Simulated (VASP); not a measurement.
Write the native input for VASP 6.6.1 that does the following.

```
Task                   : single point
Functional             : PBE
Potentials or basis    : VASP PAW PBE potentials, release 64 (K_sv, Mg, F)
Cutoff                 : 520 eV
k mesh                 : 6 × 6 × 6
Occupations            : gaussian, width 0.05 eV
Spin                   : no spin polarisation
Dipole correction      : no
Further INCAR settings : ALGO = Normal; EDIFF = 1e-07; NBANDS = 24
```

The structure of KMgF3 lies in POSCAR:

```
KMgF3
1.0
    3.9859000000      0.0000000000      0.0000000000
    0.0000000000      3.9859000000      0.0000000000
    0.0000000000      0.0000000000      3.9859000000
K Mg F
1 1 3
Direct
    0.5000000000      0.5000000000      0.5000000000
    0.0000000000      0.0000000000     -0.0125442184
    0.5000000000      0.0000000000      0.0000000000
    0.0000000000      0.5000000000      0.0000000000
    0.0000000000      0.0000000000      0.5000000000
```

This cell differs from its parent crystal: all Mg atoms moved -0.050 Å, as atom 2 along Cartesian [0 0 1].

These files were run (other wordings do the same):

INCAR

```
  PREC = Accurate
  ENCUT = 520
  EDIFF = 1E-7
  ISMEAR = 0
  SIGMA = 0.05
  LREAL = F
  LASPH = T
  NELM = 80
  ALGO = Normal
  ISIF = 2
  LWAVE = F
  LCHARG = F
  GGA = PE
  NBANDS = 24
```

KPOINTS

```
regular mesh
0
Gamma
  6 6 6
```

Potentials or basis: VASP PAW PBE potentials, release 64 (K_sv, Mg, F).

Launch:

```console
$ cat potpaw_PBE.64/K_sv/POTCAR potpaw_PBE.64/Mg/POTCAR potpaw_PBE.64/F/POTCAR > POTCAR
$ mpirun -np 1 vasp_std > vasp.out
```

Results of the run:

```yaml
Pressure: 3.5 GPa
Largest_force: 0.486 eV/Å
Band_gap_on_the_k_mesh: 7.30 eV, indirect (least direct gap 7.63 eV)
```

Caveat: the cell differs from its parent crystal (all Mg atoms moved -0.050 Å, as atom 2 along Cartesian [0 0 1]).

Run time: 100 s on 1 thread of AMD EPYC 7R13, on a shared host, peak memory 0.17 GiB.
